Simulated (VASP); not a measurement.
A run of VASP 6.6.1 is set up as follows.

The input INCAR:

```
SYSTEM = AlN
PREC     = Accurate       ! precision mode
ENCUT    = 520            ! plane-wave cutoff, eV
EDIFF    = 1E-6           ! SCF threshold, eV
ISMEAR   = 0              ! smearing method
SIGMA    = 0.05           ! smearing width, eV
LREAL    = .FALSE.        ! projectors in reciprocal space
LASPH    = .TRUE.         ! aspherical terms in the spheres
NELM     = 60             ! most SCF steps
ALGO     = Normal         ! electronic algorithm
ISIF     = 2              ! what is computed and relaxed
LWAVE    = .FALSE.        ! write WAVECAR
LCHARG   = .FALSE.        ! write CHGCAR
GGA      = PS             ! functional
NBANDS   = 16             ! bands
```

The input KPOINTS:

```
regular mesh
0
G
  12 12 6
  0 0 0
```

Contents of POSCAR:

```
AlN
1.0
    3.3121157418      0.0000000000      0.0000000000
   -1.6560578709      2.8683763727      0.0000000000
    0.0000000000      0.0000000000      4.1875630000
Al N
2 2
Direct
    0.3028282710      0.6514141355      0.7500000000
    0.6361616043      0.3180808022      0.2500000000
    0.3333333333      0.6666666667      0.2500000000
    0.6666666667      0.3333333333      0.7500000000
```

Potentials or basis: VASP PAW PBE potentials, release 64 (Al, N).

The run is started by

```sh
$ cat potpaw_PBE.64/Al/POTCAR potpaw_PBE.64/N/POTCAR > POTCAR
$ mpirun -np 1 vasp_std > vasp.out
```

(1) Estimate the largest force.

(2) Estimate the pressure.

(3) Estimate the band gap on the k mesh.

Results:

(1) 1.541 eV/Å.

(2) -2.4 GPa.

(3) 3.17 eV.

Caveat: the cell differs from its parent crystal (all Al atoms moved +0.087 Å, as atom 1 towards its neighbour atom 4 (N) at 1.912 Å); the PAW data sets were made with another functional, which shifts forces and pressure a little.
